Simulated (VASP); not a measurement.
Crystal: CuO (Tenorite).

```xyz
4
Lattice="2.4384 -1.7819 0.0000 2.4384 1.7819 0.0000 -0.8950 0.0000 5.0594" Properties=species:S:1:pos:R:3 pbc="T T T"
Cu    0.7717   -0.8796    2.5297
Cu    1.2192    0.8796    0.0000
O     1.7078    0.2954    3.8133
O     2.1553   -0.2954    1.2836
```

Base run:

```yaml
Program: VASP 6.6.1
Functional: PBEsol
Potentials_or_basis: VASP PAW PBE potentials, release 64 (Cu, O)
Cutoff: 520 eV
k_mesh: 8 × 8 × 5
Occupations: fermi-dirac, width 0.05 eV
Spin: no spin polarisation
```

Its results: band gap on the k mesh zero (band 17 reaches 4.74 eV, above the bottom of band 18 at 4.24 eV); pressure -12.5 GPa; largest force 0.727 eV/Å.

Q: The run is repeated on the same cell with these changes: potentials or basis from VASP PAW PBE potentials, release 64 (Cu, O) to VASP PAW PBE potentials, release 64 (Cu_sv_GW, O); cutoff from 520 eV to 700 eV; further incar settings from ALGO = Normal; EDIFF = 1e-07; NBANDS = 25 to ALGO = Normal; EDIFF = 1e-06; NBANDS = 33; valence electrons from 34 to 50. What comes out?

A: Band gap on the k mesh zero (band 25 reaches 4.77 eV, above the bottom of band 26 at 4.28 eV); pressure -15.7 GPa; largest force 0.743 eV/Å.

Caveats: the PAW data sets were made with another functional, which shifts forces and pressure a little; semilocal functionals often make such compounds metallic where correlation or magnetic order opens a gap, which also shifts bond lengths.
